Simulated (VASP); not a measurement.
WC, 2 atoms in the cell. It takes space group P-6m2 (No. 187, hexagonal). Conventional cell: a = 2.913 Å, b = 2.913 Å, c = 2.836 Å, α = 90.00°, β = 90.00°, γ = 120.00°. Within 3.0 Å of W (site symmetry -6m2) lie 6 C at 2.20 Å and 8 W at 2.84 to 2.91 Å. C (site symmetry -6m2) has 6 W at 2.20 Å and 8 C at 2.84 to 2.91 Å within 3.0 Å. 

- Program: VASP 6.6.1
- Task: single point
- Functional: r2SCAN
- Potentials or basis: VASP PAW PBE potentials, release 64 (W_sv, C)
- Cutoff: 520 eV
- k mesh: 13 × 13 × 12
- Occupations: fermi-dirac, width 0.1 eV
- Spin: no spin polarisation
- Dipole correction: no
- Further INCAR settings: ALGO = Normal; EDIFF = 1e-06; NBANDS = 16

Potentials or basis: VASP PAW PBE potentials, release 64 (W_sv, C).

Command:

```sh
$ cat potpaw_PBE.64/W_sv/POTCAR potpaw_PBE.64/C/POTCAR > POTCAR
$ cp INCAR.step1 INCAR
$ mpirun -np 1 vasp_std > vasp.out
$ cp INCAR.step2 INCAR
$ mpirun -np 1 vasp_std > vasp.out
```

Hardware: 1 thread of Intel Xeon 8259CL (shared host).

How long does it take, and how much memory?

It took 2.3 min on 1 thread of Intel Xeon 8259CL, on a shared host, peak memory 0.18 GiB. Counts: k points 147.
